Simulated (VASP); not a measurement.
# BAs (m.b) (F-43m) in VASP: single point with PBE

Aim: the single point of BAs (m.b) with PBE.

Program: VASP 6.6.1. These are calculated values, not measurements. Logs are shortened: lines on timing, memory, paths and dates and some standing lists are left out, and cuts for length are marked.

## Step 1: The cell of the first run

It takes space group F-43m (No. 216, cubic). Conventional cell: a = 4.809 Å, b = 4.809 Å, c = 4.809 Å, α = 90.00°, β = 90.00°, γ = 90.00°. B (site symmetry -43m) has 4 As at 2.08 Å within 2.8 Å. Within 2.8 Å of As (site symmetry -43m) lie 4 B at 2.08 Å.

## Step 2: Single point, PBE

Input file INCAR:

```
  PREC = Accurate
  ENCUT = 500
  EDIFF = 1E-6
  ISMEAR = 0
  SIGMA = 0.02
  LREAL = F
  LASPH = T
  NELM = 120
  ALGO = Normal
  ISIF = 2
  LWAVE = F
  LCHARG = F
  GGA = PE
  NBANDS = 11
  GGA_COMPAT = F
```

Input file KPOINTS:

```
regular mesh
0
Gamma
  10 10 10
```

Input file POSCAR:

```
BAs
1.0
    0.0000000000      2.4045448525      2.4045448525
    2.4045448525      0.0000000000      2.4045448525
    2.4045448525      2.4045448525      0.0000000000
B As
1 1
Direct
    0.0000000000      0.0000000000      0.0000000000
    0.2500000000      0.2500000000      0.2500000000
```

Potentials or basis: VASP PAW PBE potentials, release 64 (B, As).

Run with:

```sh
$ cat potpaw_PBE.64/B/POTCAR potpaw_PBE.64/As/POTCAR > POTCAR
$ mpirun -np 1 vasp_std > vasp.out
```

OUTCAR:

```text
PREC = Accurate
   ENCUT = 500
   EDIFF = 1E-6
   ISMEAR = 0
   LREAL = F
   LASPH = T
   NELM = 120
   ISIF = 2
   GGA = PE

 ion  position               nearest neighbor table
   1  0.000  0.000  0.000-   2 2.08   2 2.08   2 2.08   2 2.08
   2  0.250  0.250  0.250-   1 2.08   1 2.08   1 2.08   1 2.08

  LATTYP: Found a face centered cubic cell.
 ALAT       =     4.8090897050

  Lattice vectors:

 A1 = (   0.0000000000,   2.4045448525,   2.4045448525)
 A2 = (   2.4045448525,   0.0000000000,   2.4045448525)
 A3 = (   2.4045448525,   2.4045448525,   0.0000000000)

Analysis of symmetry for initial positions (statically):
=====================================================================
 Subroutine PRICEL returns:
 Original cell was already a primitive cell.

 Routine SETGRP: Setting up the symmetry group for a
 face centered cubic supercell.

 Subroutine GETGRP returns: Found 24 space group operations
 (whereof 24 operations were pure point group operations)
 out of a pool of 48 trial point group operations.

The static configuration has the point symmetry T_d .

Analysis of symmetry for dynamics (positions and initial velocities):
=====================================================================
 Subroutine PRICEL returns:
 Original cell was already a primitive cell.

 Routine SETGRP: Setting up the symmetry group for a
 face centered cubic supercell.

 Subroutine GETGRP returns: Found 24 space group operations
 (whereof 24 operations were pure point group operations)
 out of a pool of 48 trial point group operations.

The dynamic configuration has the point symmetry T_d .

 Subroutine INISYM returns: Found 24 space group operations
 (whereof 24 operations are pure point group operations),
 and found     1 'primitive' translations

----------------------------------------------------------------------------------------

                                     Primitive cell

  volume of cell :      27.8054

  direct lattice vectors                    reciprocal lattice vectors
     0.000000000  2.404544852  2.404544852    -0.207939561  0.207939561  0.207939561
     2.404544852  0.000000000  2.404544852     0.207939561 -0.207939561  0.207939561
     2.404544852  2.404544852  0.000000000     0.207939561  0.207939561 -0.207939561

  length of vectors
     3.400539942  3.400539942  3.400539942     0.360161884  0.360161884  0.360161884

  position of ions in fractional coordinates (direct lattice)
     0.000000000  0.000000000  0.000000000
     0.250000000  0.250000000  0.250000000

  ion indices of the primitive-cell ions
   primitive index   ion index
                 1           1
                 2           2

----------------------------------------------------------------------------------------

 KPOINTS: regular mesh

Automatic generation of k-mesh.
 Grid dimensions read from file:
 generate k-points for:   10   10   10

 Generating k-lattice:

  Cartesian coordinates                     Fractional coordinates (reciprocal lattice)
    -0.020793956  0.020793956  0.020793956     0.100000000  0.000000000  0.000000000
     0.020793956 -0.020793956  0.020793956     0.000000000  0.100000000  0.000000000
     0.020793956  0.020793956 -0.020793956     0.000000000  0.000000000  0.100000000

  Length of vectors
     0.036016188  0.036016188  0.036016188

  Shift w.r.t. Gamma in fractional coordinates (k-lattice)
     0.000000000  0.000000000  0.000000000

 Subroutine IBZKPT returns following result:
 ===========================================

 Found     47 irreducible k-points:

 Following reciprocal coordinates:
            Coordinates               Weight
  0.000000  0.000000  0.000000      1.000000
  0.100000  0.000000  0.000000      8.000000
  0.200000  0.000000  0.000000      8.000000
  0.300000  0.000000  0.000000      8.000000
  0.400000  0.000000  0.000000      8.000000
  0.500000  0.000000  0.000000      4.000000
[... 16 lines left out ...]
  0.300000  0.300000  0.000000      6.000000
  0.400000  0.300000  0.000000     24.000000
 [... further k-points ...]
   k-points           NKPTS =     47   k-points in BZ     NKDIM =     47   number of bands    NBANDS=     11
   number of dos      NEDOS =    301   number of ions     NIONS =      2
   total plane-waves  NPLWV =  21952
   dimension x,y,z NGX =    28 NGY =   28 NGZ =   28
   dimension x,y,z NGXF=    56 NGYF=   56 NGZF=   56
   ions per type =               1   1
   NGX,Y,Z   is equivalent  to a cutoff of  13.69, 13.69, 13.69 a.u.
   NGXF,Y,Z  is equivalent  to a cutoff of  27.38, 27.38, 27.38 a.u.
 SYSTEM =  unknown system
   PREC   = accura    normal or accurate (medium, high low for compatibility)
   ISTART =      0    job   : 0-new  1-cont  2-samecut
   ICHARG =      2    charge: 1-file 2-atom 10-const
   ISPIN  =      1    spin polarized calculation?
   LNONCOLLINEAR =      F non collinear calculations
   LSORBIT =      F    spin-orbit coupling
   LASPH  =      T    aspherical Exc in radial PAW
   ENCUT  =  500.0 eV  36.75 Ry    6.06 a.u.   6.20  6.20  6.20*2*pi/ulx,y,z
   NELM   =    120;   NELMIN=  2; NELMDL= -5     # of ELM steps
   EDIFF  = 0.1E-05   stopping-criterion for ELM
   LREAL  =      F    real-space projection
   EDIFFG = 0.1E-04   stopping-criterion for IOM
   NSW    =      0    number of steps for IOM
   IBRION =     -1    ionic relax: 0-MD 1-quasi-New 2-CG
   NFREE  =      0    steps in history (QN), initial steepest desc. (CG)
   ISIF   =      2    stress and relaxation
   ISYM   =      2    0-nonsym 1-usesym 2-fastsym
   POTIM  = 0.5000    time-step for ionic-motion
   TEBEG  =    0.0;   TEEND  =   0.0 temperature during run
   PSTRESS=    0.0 pullay stress
   NELECT =       8.0000    total number of electrons
   NUPDOWN=      -1.0000    fix difference up-down
   EMIN   =  10.00;   EMAX   =-10.00  energy-range for DOS
   EFERMI =   0.00;   METHOD = LEGACY
   ISMEAR =     0;   SIGMA  =   0.02  broadening in eV -4-tet -1-fermi 0-gaus
   EFERMI_NEDOS =   21; number of points for ismear=-14 and -15
   IALGO  =     38    algorithm
   IMIX   =      4    mixing-type and parameters
     AMIX     =   0.40;   BMIX     =  1.00
     AMIX_MAG =   1.60;   BMIX_MAG =  1.00
  volume/ion in A,a.u.               =      13.90        93.82
  Fermi-wavevector in a.u.,A,eV,Ry     =   1.080758  2.042337 15.892131  1.168039
  Thomas-Fermi vector in A             =   2.216758
   LORBIT       =      0    0 simple, 1 ext, 2 COOP (PROOUT), +10 PAW based schemes
   GGA     = PE    functional components
   LHFCALC =     F    Hartree Fock is set to
   AEXX    =    0.0000 exact exchange contribution
   IVDW    =     0    specifies the selected vdW correction
   LEPSILON=     F    determine dielectric tensor
   LRPA    =     F    only Hartree local field effects (RPA)
 non-spin polarized calculation
 Gauss-broadening in eV      SIGMA  =   0.02
  energy-cutoff  :      500.00
  volume of cell :       27.81
 maximum number of plane-waves:       725
 NGX is ok and might be reduce to    28
   NGX = 13   NGY = 13   NGZ = 13

 number of electron       8.0000000 magnetization

 Free energy of the ion-electron system (eV)
  ---------------------------------------------------
  ext. energy  EPLUGINS =         0.00000000
  ---------------------------------------------------
  free energy    TOTEN  =       -11.41314885 eV

  energy without entropy =      -11.41314885  energy(sigma->0) =      -11.41314885

 E-fermi :   6.0352     XC(G=0): -10.4974

 val. band max:        5.9065131358   @ k =   0.0000   0.0000   0.0000
 cond. band min:       7.1025555291   @ k =   0.4000   0.4000   0.0000
 fundamental gap:      1.1960423933
 Fermi energy:         6.0351551689

 k-point     1 :       0.0000    0.0000    0.0000
  band No.  band energies     occupation
      1      -9.3130      2.00000
      2       5.9065      2.00000
      3       5.9065      2.00000
      4       5.9065      2.00000
      5       9.1581      0.00000
      6       9.1581      0.00000
      7       9.1581      0.00000
      8      10.3393      0.00000
      9      15.3928      0.00000
     10      18.7763      0.00000
     11      18.7763      0.00000

 k-point     2 :       0.1000    0.0000    0.0000
  band No.  band energies     occupation
      1      -9.1518      2.00000
      2       4.5227      2.00000
      3       5.6119      2.00000
      4       5.6119      2.00000
      5       9.2612      0.00000
      6       9.5468      0.00000
      7       9.5468      0.00000
      8      11.2587      0.00000
      9      16.0237      0.00000
     10      17.7336      0.00000
     11      17.7336      0.00000

 k-point     3 :       0.2000    0.0000    0.0000
  band No.  band energies     occupation
      1      -8.6768      2.00000
      2       2.1899      2.00000
      3       5.0486      2.00000
      4       5.0486      2.00000
      5       9.0158      0.00000
      6      10.2531      0.00000
      7      10.2531      0.00000
      8      12.9242      0.00000
      9      17.0191      0.00000
     10      17.0239      0.00000
     11      17.0239      0.00000

 k-point     4 :       0.3000    0.0000    0.0000
  band No.  band energies     occupation
      1      -7.9251      2.00000
      2      -0.0636      2.00000
      3       4.5493      2.00000
      4       4.5493      2.00000
      5       8.7335      0.00000
      6      10.6594      0.00000
      7      10.6594      0.00000
      8      14.2401      0.00000
      9      17.1384      0.00000
     10      17.4524      0.00000
     11      17.4524      0.00000
[... 239 lines left out ...]
 k-point    22 :      -0.2000    0.2000    0.0000
  band No.  band energies     occupation
      1      -7.6669      2.00000
      2       0.4883      2.00000
      3       1.9179      2.00000
      4       4.6378      2.00000
      5       9.7636      0.00000
      6      10.9714      0.00000
      7      11.8343      0.00000
      8      12.8130      0.00000
      9      15.7626      0.00000
     10      18.4026      0.00000
     11      19.8806      0.00000

 k-point    23 :       0.3000    0.3000    0.0000
  band No.  band energies     occupation
      1      -7.4346      2.00000
      2       0.7213      2.00000
      3       2.7844      2.00000
      4       2.7844      2.00000
      5       7.3160      0.00000
      6       9.5520      0.00000
      7      14.2333      0.00000
      8      14.2333      0.00000
      9      16.7262      0.00000
     10      20.7416      0.00000
     11      20.8974      0.00000

 k-point    24 :       0.4000    0.3000    0.0000
  band No.  band energies     occupation
      1      -6.7236      2.00000
      2      -0.4976      2.00000
      3       2.0131      2.00000
      4       2.4928      2.00000
      5       7.6131      0.00000
      6       9.2947      0.00000
      7      14.6002      0.00000
      8      14.8437      0.00000
      9      17.7856      0.00000
     10      21.4686      0.00000
     11      21.6479      0.00000

 [... further k-points ...]
[... 5 lines left out ...]
  --------------------------------------------------------------------------------------
  -------------------------------------------------------------------------------------
  Total        0.1064520      0.1064520      0.1064520      0.0000000      0.0000000      0.0000000
  in kB        6.1338855      6.1338855      6.1338855      0.0000000      0.0000000      0.0000000
  external PRESSURE =       6.1338855 kB  Pullay stress =       0.0000000 kB

 VOLUME and BASIS-vectors are now :
 -----------------------------------------------------------------------------
  energy-cutoff  :      500.00
  volume of cell :       27.81
      direct lattice vectors                 reciprocal lattice vectors
     0.000000000  2.404544852  2.404544852    -0.207939561  0.207939561  0.207939561
     2.404544852  0.000000000  2.404544852     0.207939561 -0.207939561  0.207939561
     2.404544852  2.404544852  0.000000000     0.207939561  0.207939561 -0.207939561

 POSITION                                       TOTAL-FORCE (eV/Angst)
 -----------------------------------------------------------------------------------
      0.00000      0.00000      0.00000        -0.000000     -0.000000     -0.000000
      1.20227      1.20227      1.20227         0.000000      0.000000      0.000000
 -----------------------------------------------------------------------------------
    total drift:                               -0.000000     -0.000000     -0.000000

  FREE ENERGIE OF THE ION-ELECTRON SYSTEM (eV)
  ---------------------------------------------------
  free  energy   TOTEN  =       -11.4131488493 eV

  energy  without entropy=      -11.4131488493  energy(sigma->0) =      -11.41314885
```

It took 40 s on 1 thread of Intel Xeon 8259CL, shared host; peak memory 0.16 GiB.

Results:

* Free energy: -11.4131 eV
* Pressure: 0.6 GPa
* Band gap on the k mesh: 1.20 eV, indirect (least direct gap 3.25 eV)

A k mesh can miss the band edges.
